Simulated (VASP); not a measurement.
# F (C2/m) in VASP: further runs

The runs below take F through single point, with PBE.

Program: VASP 6.6.1. These are calculated values, not measurements. Logs are shortened: lines on timing, memory, paths and dates and some standing lists are left out, and cuts for length are marked.

### Step 1. The cell of the first run

Symmetry: C2/m, No. 12, monoclinic system. Conventional cell: a = 5.740 Å, b = 3.328 Å, c = 7.360 Å, α = 90.00°, β = 101.71°, γ = 90.00°. Within 1.9 Å of F (site symmetry m) lie 1 F at 1.39 Å. Within 2.0 Å of F (site symmetry m) lie 1 F at 1.53 Å.

### Step 2. Single point, PBE (strained)

Contents of INCAR:

```
SYSTEM = F
PREC = Accurate ; ENCUT = 520
EDIFF = 1E-6 ; ISMEAR = 0
SIGMA = 0.02 ; LREAL = .False.
LASPH = .True. ; NELM = 100
ALGO = Normal ; ISIF = 2
LWAVE = .False. ; LCHARG = .False.
GGA = PE ; NBANDS = 22
```

Contents of KPOINTS:

```
Automatic mesh
0
Gamma
  10 10 4
  0 0 0
```

Contents of POSCAR:

```
F
1.0
    2.8697075000     -1.6641736000      0.0215050000
    2.8697075000      1.6641736000      0.0215050000
   -1.5471939589      0.0000000000      7.1957270482
F
4
Direct
    0.0384785729      0.0384785729      0.0957631306
    0.9615214271      0.9615214271      0.9042368694
    0.4974206996      0.4974206996      0.6036123936
    0.5025793004      0.5025793004      0.3963876064
```

Potentials or basis: VASP PAW PBE potentials, release 64 (F).

Run with:

```
$ cat potpaw_PBE.64/F/POTCAR > POTCAR
$ mpirun -np 1 vasp_std > vasp.out
```

OUTCAR:

```text
SYSTEM = F
   PREC = Accurate
   ENCUT = 520
   EDIFF = 1E-6
   ISMEAR = 0
   LREAL = .False.
   LASPH = .True.
   NELM = 100
   ISIF = 2
   GGA = PE

 ion  position               nearest neighbor table
   1  0.038  0.038  0.096-   2 1.39
   2  0.962  0.962  0.904-   1 1.39
   3  0.497  0.497  0.604-   4 1.53
   4  0.503  0.503  0.396-   3 1.53

  LATTYP: Found a base centered monoclinic cell.
 ALAT       =     5.7395761518
 B/A-ratio  =     0.5798942486
 C/A-ratio  =     1.2823565741
 COS(beta)  =    -0.2028792878

  Lattice vectors:

 A1 = (   2.8697075000,  -1.6641736000,   0.0215050000)
 A2 = (   2.8697075000,   1.6641736000,   0.0215050000)
 A3 = (  -1.5471939589,   0.0000000000,   7.1957270482)

Analysis of symmetry for initial positions (statically):
=====================================================================
 Subroutine PRICEL returns:
 Original cell was already a primitive cell.

 Routine SETGRP: Setting up the symmetry group for a
 base centered monoclinic supercell.

 Subroutine GETGRP returns: Found  4 space group operations
 (whereof  4 operations were pure point group operations)
 out of a pool of  4 trial point group operations.

The static configuration has the point symmetry C_2h.

Analysis of symmetry for dynamics (positions and initial velocities):
=====================================================================
 Subroutine PRICEL returns:
 Original cell was already a primitive cell.

 Routine SETGRP: Setting up the symmetry group for a
 base centered monoclinic supercell.

 Subroutine GETGRP returns: Found  4 space group operations
 (whereof  4 operations were pure point group operations)
 out of a pool of  4 trial point group operations.

The dynamic configuration has the point symmetry C_2h.

 Subroutine INISYM returns: Found  4 space group operations
 (whereof  4 operations are pure point group operations),
 and found     1 'primitive' translations

----------------------------------------------------------------------------------------

                                     Primitive cell

  volume of cell :      68.8399

  direct lattice vectors                    reciprocal lattice vectors
     2.869707500 -1.664173600  0.021505000     0.173953497 -0.300449424  0.037402725
     2.869707500  1.664173600  0.021505000     0.173953497  0.300449424  0.037402725
    -1.547193959  0.000000000  7.195727048    -0.001039748  0.000000000  0.138747802

  length of vectors
     3.317402202  3.317402202  7.360183211     0.349182817  0.349182817  0.138751697

  position of ions in fractional coordinates (direct lattice)
     0.038478573  0.038478573  0.095763131
     0.961521427  0.961521427  0.904236869
     0.497420700  0.497420700  0.603612394
     0.502579300  0.502579300  0.396387606

  ion indices of the primitive-cell ions
   primitive index   ion index
                 1           1
                 2           2
                 3           3
                 4           4

----------------------------------------------------------------------------------------

 KPOINTS: Automatic mesh

Automatic generation of k-mesh.
 Grid dimensions read from file:
 generate k-points for:   10   10    4

 Generating k-lattice:

  Cartesian coordinates                     Fractional coordinates (reciprocal lattice)
     0.017395350 -0.030044942  0.003740272     0.100000000 -0.000000000  0.000000000
     0.017395350  0.030044942  0.003740272    -0.000000000  0.100000000  0.000000000
    -0.000259937  0.000000000  0.034686950     0.000000000  0.000000000  0.250000000

  Length of vectors
     0.034918282  0.034918282  0.034687924

  Shift w.r.t. Gamma in fractional coordinates (k-lattice)
     0.000000000  0.000000000  0.000000000

 Subroutine IBZKPT returns following result:
 ===========================================

 Found    117 irreducible k-points:

 Following reciprocal coordinates:
            Coordinates               Weight
  0.000000  0.000000  0.000000      1.000000
  0.100000 -0.000000  0.000000      4.000000
  0.200000 -0.000000  0.000000      4.000000
  0.300000 -0.000000  0.000000      4.000000
  0.400000  0.000000  0.000000      4.000000
  0.500000 -0.000000  0.000000      2.000000
[... 16 lines left out ...]
  0.300000  0.300000  0.000000      2.000000
  0.400000  0.300000  0.000000      4.000000
 [... further k-points ...]
   k-points           NKPTS =    117   k-points in BZ     NKDIM =    117   number of bands    NBANDS=     22
   number of dos      NEDOS =    301   number of ions     NIONS =      4
   total plane-waves  NPLWV =  43904
   dimension x,y,z NGX =    28 NGY =   28 NGZ =   56
   dimension x,y,z NGXF=    56 NGYF=   56 NGZF=  112
   ions per type =               4
   NGX,Y,Z   is equivalent  to a cutoff of  14.03, 14.03, 12.65 a.u.
   NGXF,Y,Z  is equivalent  to a cutoff of  28.06, 28.06, 25.30 a.u.
 SYSTEM =  F
   PREC   = accura    normal or accurate (medium, high low for compatibility)
   ISTART =      0    job   : 0-new  1-cont  2-samecut
   ICHARG =      2    charge: 1-file 2-atom 10-const
   ISPIN  =      1    spin polarized calculation?
   LNONCOLLINEAR =      F non collinear calculations
   LSORBIT =      F    spin-orbit coupling
   LASPH  =      T    aspherical Exc in radial PAW
   ENCUT  =  520.0 eV  38.22 Ry    6.18 a.u.   6.17  6.17 13.69*2*pi/ulx,y,z
   NELM   =    100;   NELMIN=  2; NELMDL= -5     # of ELM steps
   EDIFF  = 0.1E-05   stopping-criterion for ELM
   LREAL  =      F    real-space projection
   EDIFFG = 0.1E-04   stopping-criterion for IOM
   NSW    =      0    number of steps for IOM
   IBRION =     -1    ionic relax: 0-MD 1-quasi-New 2-CG
   NFREE  =      0    steps in history (QN), initial steepest desc. (CG)
   ISIF   =      2    stress and relaxation
   ISYM   =      2    0-nonsym 1-usesym 2-fastsym
   POTIM  = 0.5000    time-step for ionic-motion
   TEBEG  =    0.0;   TEEND  =   0.0 temperature during run
   PSTRESS=    0.0 pullay stress
   NELECT =      28.0000    total number of electrons
   NUPDOWN=      -1.0000    fix difference up-down
   EMIN   =  10.00;   EMAX   =-10.00  energy-range for DOS
   EFERMI =   0.00;   METHOD = LEGACY
   ISMEAR =     0;   SIGMA  =   0.02  broadening in eV -4-tet -1-fermi 0-gaus
   EFERMI_NEDOS =   21; number of points for ismear=-14 and -15
   IALGO  =     38    algorithm
   IMIX   =      4    mixing-type and parameters
     AMIX     =   0.40;   BMIX     =  1.00
     AMIX_MAG =   1.60;   BMIX_MAG =  1.00
  volume/ion in A,a.u.               =      17.21       116.14
  Fermi-wavevector in a.u.,A,eV,Ry     =   1.212963  2.292167 20.017961  1.471279
  Thomas-Fermi vector in A             =   2.348430
   LORBIT       =      0    0 simple, 1 ext, 2 COOP (PROOUT), +10 PAW based schemes
   GGA     = PE    functional components
   LHFCALC =     F    Hartree Fock is set to
   AEXX    =    0.0000 exact exchange contribution
   IVDW    =     0    specifies the selected vdW correction
   LEPSILON=     F    determine dielectric tensor
   LRPA    =     F    only Hartree local field effects (RPA)
 non-spin polarized calculation
 Gauss-broadening in eV      SIGMA  =   0.02
  energy-cutoff  :      520.00
  volume of cell :       68.84
 maximum number of plane-waves:      1872
 NGX is ok and might be reduce to    28
   NGX = 13   NGY = 13   NGZ = 27

 number of electron      27.9999997 magnetization

 Free energy of the ion-electron system (eV)
  ---------------------------------------------------
  ext. energy  EPLUGINS =         0.00000000
  ---------------------------------------------------
  free energy    TOTEN  =        -7.13192073 eV

  energy without entropy =       -7.13192073  energy(sigma->0) =       -7.13192073

 E-fermi :  -5.3014     XC(G=0):  -7.3384

 val. band max:       -5.5186668234   @ k =   0.0000   0.0000   0.0000
 cond. band min:      -3.8088235419   @ k =   0.0000   0.0000   0.0000
 fundamental gap:      1.7098432814
 Fermi energy:        -5.3014204722

 k-point     1 :       0.0000    0.0000    0.0000
  band No.  band energies     occupation
      1     -30.8428      2.00000
      2     -28.9215      2.00000
      3     -24.5728      2.00000
      4     -23.9756      2.00000
      5     -12.0984      2.00000
      6     -10.9169      2.00000
[... 14 lines left out ...]
     21      13.1236      0.00000
     22      15.7859      0.00000

 k-point     2 :       0.1000   -0.0000    0.0000
  band No.  band energies     occupation
      1     -30.8368      2.00000
      2     -28.9146      2.00000
      3     -24.5642      2.00000
      4     -23.9734      2.00000
      5     -12.0833      2.00000
      6     -10.9275      2.00000
[... 14 lines left out ...]
     21      13.4482      0.00000
     22      14.4824      0.00000

 k-point     3 :       0.2000   -0.0000    0.0000
  band No.  band energies     occupation
      1     -30.8212      2.00000
      2     -28.8963      2.00000
      3     -24.5419      2.00000
      4     -23.9679      2.00000
      5     -12.0417      2.00000
      6     -10.9583      2.00000
[... 14 lines left out ...]
     21      13.0360      0.00000
     22      13.6591      0.00000

 k-point     4 :       0.3000   -0.0000    0.0000
  band No.  band energies     occupation
      1     -30.8022      2.00000
      2     -28.8736      2.00000
      3     -24.5138      2.00000
      4     -23.9613      2.00000
      5     -11.9855      2.00000
      6     -11.0037      2.00000
[... 14 lines left out ...]
     21      12.2804      0.00000
     22      13.2058      0.00000

 k-point     5 :       0.4000    0.0000    0.0000
  band No.  band energies     occupation
      1     -30.7867      2.00000
      2     -28.8553      2.00000
      3     -24.4909      2.00000
      4     -23.9564      2.00000
      5     -11.9346      2.00000
      6     -11.0486      2.00000
[... 417 lines left out ...]
 k-point    22 :      -0.2000    0.2000    0.0000
  band No.  band energies     occupation
      1     -30.7936      2.00000
      2     -28.8638      2.00000
      3     -24.4995      2.00000
      4     -23.9592      2.00000
      5     -11.9538      2.00000
      6     -11.0329      2.00000
[... 14 lines left out ...]
     21      12.0454      0.00000
     22      12.8165      0.00000

 k-point    23 :       0.3000    0.3000    0.0000
  band No.  band energies     occupation
      1     -30.8016      2.00000
      2     -28.8703      2.00000
      3     -24.5257      2.00000
      4     -23.9529      2.00000
      5     -12.0115      2.00000
      6     -10.9451      2.00000
[... 14 lines left out ...]
     21      11.7118      0.00000
     22      12.9372      0.00000

 k-point    24 :       0.4000    0.3000    0.0000
  band No.  band energies     occupation
      1     -30.7908      2.00000
      2     -28.8572      2.00000
      3     -24.5120      2.00000
      4     -23.9475      2.00000
      5     -11.9833      2.00000
      6     -10.9594      2.00000
[... 14 lines left out ...]
     21      10.9852      0.00000
     22      13.1167      0.00000

 [... further k-points ...]

------------------------ aborting loop because EDIFF is reached ----------------------------------------

  FORCE on cell =-STRESS in cart. coord.  units (eV):
  Direction    XX          YY          ZZ          XY          YZ          ZX
  --------------------------------------------------------------------------------------
  -------------------------------------------------------------------------------------
  Total       -0.2172135     -0.0318539     -1.8090623      0.0000000      0.0000000      1.0650095
  in kB       -5.0554212     -0.7413658    -42.1040588      0.0000000      0.0000000     24.7869963
  external PRESSURE =     -15.9669486 kB  Pullay stress =       0.0000000 kB

 VOLUME and BASIS-vectors are now :
 -----------------------------------------------------------------------------
  energy-cutoff  :      520.00
  volume of cell :       68.84
      direct lattice vectors                 reciprocal lattice vectors
     2.869707500 -1.664173600  0.021505000     0.173953497 -0.300449424  0.037402725
     2.869707500  1.664173600  0.021505000     0.173953497  0.300449424  0.037402725
    -1.547193959  0.000000000  7.195727048    -0.001039748  0.000000000  0.138747802

 POSITION                                       TOTAL-FORCE (eV/Angst)
 -----------------------------------------------------------------------------------
      0.07268      0.00000      0.69074         0.157660      0.000000      1.409699
      4.11954      0.00000      6.54800        -0.157660      0.000000     -1.409699
      1.92100      0.00000      4.36482         0.586633      0.000000     -2.423176
      2.27122      0.00000      2.87391        -0.586633      0.000000      2.423176
 -----------------------------------------------------------------------------------
    total drift:                               -0.000000      0.000000      0.000000

  FREE ENERGIE OF THE ION-ELECTRON SYSTEM (eV)
  ---------------------------------------------------
  free  energy   TOTEN  =        -7.1319207311 eV

  energy  without entropy=       -7.1319207311  energy(sigma->0) =       -7.13192073
```

Run time: 2.3 min. Hardware: 1 thread of Intel Xeon Platinum 8488C (Sapphire Rapids), shared host; peak memory 0.26 GiB.

Results:

```
Free energy            : -7.1319 eV
Pressure               : -1.6 GPa
Largest force          : 2.493 eV/Å
Band gap on the k mesh : 1.71 eV, direct
```

Forces on the atoms (eV/Å):
```
F    0.158  0.000  1.410
F   -0.158  0.000 -1.410
F    0.587  0.000 -2.423
F   -0.587  0.000  2.423
```

Caveat: the cell differs from its parent crystal (strained); forces of over 1 eV/Å act on the atoms, so gaps and moduli don't describe the material at rest.

### Step 3. Single point, PBE (strained and its atoms moved)

Contents of INCAR:

```
SYSTEM = F
PREC = Accurate
ENCUT = 520
EDIFF = 1E-6
ISMEAR = 0
SIGMA = 0.02
LREAL = .False.
LASPH = .True.
NELM = 60
ALGO = Normal
ISIF = 2
LWAVE = .False.
LCHARG = .False.
GGA = PE
NBANDS = 22
```

KPOINTS is that of step 2.

Contents of POSCAR:

```
F
1.0
    2.7789575000     -1.7268872000     -0.1100000000
    2.7789575000      1.7268872000     -0.1100000000
   -1.8369849853      0.0000000000      7.3821025636
F
4
Direct
    0.0472850647      0.0472850647      0.0980971502
    0.9527149353      0.9527149353      0.9019028498
    0.4919668043      0.4919668043      0.5918529458
    0.5080331957      0.5080331957      0.4081470542
```

Potentials or basis: VASP PAW PBE potentials, release 64 (F).

Run with:

```
$ cat potpaw_PBE.64/F/POTCAR > POTCAR
$ mpirun -np 1 vasp_std > vasp.out
```

Wall time 92 s (1 thread of Intel Xeon Platinum 8488C (Sapphire Rapids), shared host); peak memory 0.25 GiB.

Results (log left out):

```yaml
Free_energy: -7.3013 eV
Pressure: -0.5 GPa
Largest_force: 0.342 eV/Å
Band_gap_on_the_k_mesh: 2.59 eV, direct
```

Forces on the atoms (eV/Å):
```
F   -0.023  0.000 -0.341
F    0.023  0.000  0.341
F    0.019  0.000  0.049
F   -0.019  0.000 -0.049
```

Stress tensor (GPa, compression positive):
```
-0.04  0.00 -0.07
 0.00 -0.15  0.00
-0.07  0.00 -1.29
```

Levels at points of the mesh, in eV from the valence-band top:
```
           k point  band 11  band 12  band 13  band 14  band 15  band 16  band 17  band 18
(0.00, 0.00, 0.00)    -0.19    -0.17     0.00     0.00     2.59     3.52     8.92    11.06
(0.50, 0.00, 0.00)    -0.48    -0.42    -0.19    -0.10     3.11     3.24    13.21    13.27
(0.50, 0.50, 0.00)    -0.60    -0.32    -0.20    -0.02     2.93     3.38    13.66    13.83
(0.00, 0.00, 0.50)    -0.17    -0.10    -0.07    -0.02     2.97     3.12     9.64     9.73
(0.50, 0.00, 0.50)    -0.52    -0.35    -0.25    -0.02     3.04     3.26    13.22    13.84
(0.50, 0.50, 0.50)    -0.47    -0.37    -0.18    -0.15     3.11     3.22    13.39    13.63
```

Caveat: the cell differs from its parent crystal (strained and its atoms moved). A k mesh can miss the band edges.

### Step 4. Single point, PBE (strained)

Contents of INCAR:

```
SYSTEM = F
PREC = Accurate
ENCUT = 520
EDIFF = 1E-6
ISMEAR = 0
SIGMA = 0.02
LREAL = .FALSE.
LASPH = .TRUE.
NELM = 60
ALGO = Normal
ISIF = 2
LWAVE = .FALSE.
LCHARG = .FALSE.
GGA = PE
NBANDS = 22
```

Contents of KPOINTS:

```
regular mesh
0
G
  10 10 4
  0 0 0
```

Contents of POSCAR:

```
F
1.0
    2.7759325000     -1.6387536000     -0.0405900000
    2.7759325000      1.6387536000     -0.0405900000
   -1.6555860695      0.0000000000      7.8143941944
F
4
Direct
    0.0504382621      0.0504382621      0.1021734536
    0.9495617379      0.9495617379      0.8978265464
    0.5106178778      0.5106178778      0.6040790245
    0.4893821222      0.4893821222      0.3959209755
```

Run with:

```
$ cat potpaw_PBE.64/F/POTCAR > POTCAR
$ mpirun -np 1 vasp_std > vasp.out
```

Wall time 87 s (1 thread of Intel Xeon Platinum 8488C (Sapphire Rapids), shared host); peak memory 0.25 GiB.

Results (log left out):

| Property | Result |
| --- | --- |
| Free energy | -6.4143 eV |
| Pressure | -9.2 GPa |
| Largest force | 3.681 eV/Å |
| Band gap on the k mesh | 0.85 eV, direct |

Forces on the atoms (eV/Å):
```
F   -0.473  0.000 -3.395
F    0.473  0.000  3.395
F    0.521  0.000 -3.644
F   -0.521  0.000  3.644
```

Stress tensor (GPa, compression positive):
```
 -0.47   0.00   0.15
  0.00  -0.05   0.00
  0.15   0.00 -27.14
```

Levels at points of the mesh, in eV from the valence-band top:
```tsv
k point	band 12	band 13	band 14	band 15	band 16	band 17
(0.00, 0.00, 0.00)	-0.12	-0.02	0.00	0.85	1.74	9.52
(0.50, 0.00, 0.00)	-0.60	-0.17	-0.16	1.31	1.55	14.20
(0.50, 0.50, 0.00)	-0.42	-0.31	-0.06	1.20	1.60	14.41
(0.00, 0.00, 0.50)	-0.08	-0.07	-0.06	1.20	1.43	10.16
(0.50, 0.00, 0.50)	-0.46	-0.28	-0.05	1.24	1.57	14.29
(0.50, 0.50, 0.50)	-0.58	-0.19	-0.17	1.31	1.54	14.26
```

Caveat: the cell differs from its parent crystal (strained); forces of over 1 eV/Å act on the atoms, so gaps and moduli don't describe the material at rest.

### Step 5. Summary

| cell | gap on the mesh (eV) | pressure (GPa) | largest force (eV/Å) |
| --- | --- | --- | --- |
| a = 3.317, b = 3.317, c = 7.360 Å, angles 100.1, 100.1, 60.2°, 4 atoms | 1.71 | -1.6 | 2.49 |
| a = 3.274, b = 3.274, c = 7.607 Å, angles 103.7, 103.7, 63.7°, 4 atoms | 2.59 | -0.5 | 0.34 |
| a = 3.224, b = 3.224, c = 7.988 Å, angles 101.0, 101.0, 61.1°, 4 atoms | 0.85 | -9.2 | 3.68 |

Alike in all rows: task single point; level PBE; potentials or basis VASP PAW PBE potentials, release 64 (F); no spin polarisation; k mesh 10 × 10 × 4; cutoff (eV) 520; smearing gaussian 0.02 eV.

Caveats: forces of over 1 eV/Å act on the atoms, so gaps and moduli don't describe the material at rest (some runs).

Absolute energies hang on the potentials; compare differences alone.
